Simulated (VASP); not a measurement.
ZnS, 2 atoms in the cell. It takes space group F-43m (No. 216, cubic). Conventional cell: a = 5.619 Å, b = 5.619 Å, c = 5.619 Å, α = 90.00°, β = 90.00°, γ = 90.00°. Zn (site symmetry -43m) has 4 S at 2.43 Å within 3.2 Å. S (site symmetry -43m) has 4 Zn at 2.43 Å within 3.2 Å.  This cell differs from its parent crystal: volume scaled by 1.10.

| Quantity | Value |
| --- | --- |
| Program | VASP 6.6.1 |
| Task | single point |
| Functional | PBE |
| Potentials or basis | VASP PAW PBE potentials, release 64 (Zn, S) |
| Cutoff | 520 eV |
| k mesh | 8 × 8 × 8 |
| Occupations | gaussian, width 0.02 eV |
| Spin | no spin polarisation |
| Dipole correction | no |
| Further INCAR settings | ALGO = Normal; EDIFF = 1e-06; NBANDS = 16 |

Potentials or basis: VASP PAW PBE potentials, release 64 (Zn, S).

Run with:

```console
$ cat potpaw_PBE.64/Zn/POTCAR potpaw_PBE.64/S/POTCAR > POTCAR
$ mpirun -np 1 vasp_std > vasp.out
```

Hardware: 1 thread of Intel(R) Xeon(R) Platinum 8559C (Emerald Rapids), on a shared host.

Question: How long does it take, and how much memory?

Answer: Wall time 12 s on 1 thread of Intel(R) Xeon(R) Platinum 8559C (Emerald Rapids) (shared host), peak memory 0.17 GiB. Counts: scf iterations 13, k points 29.
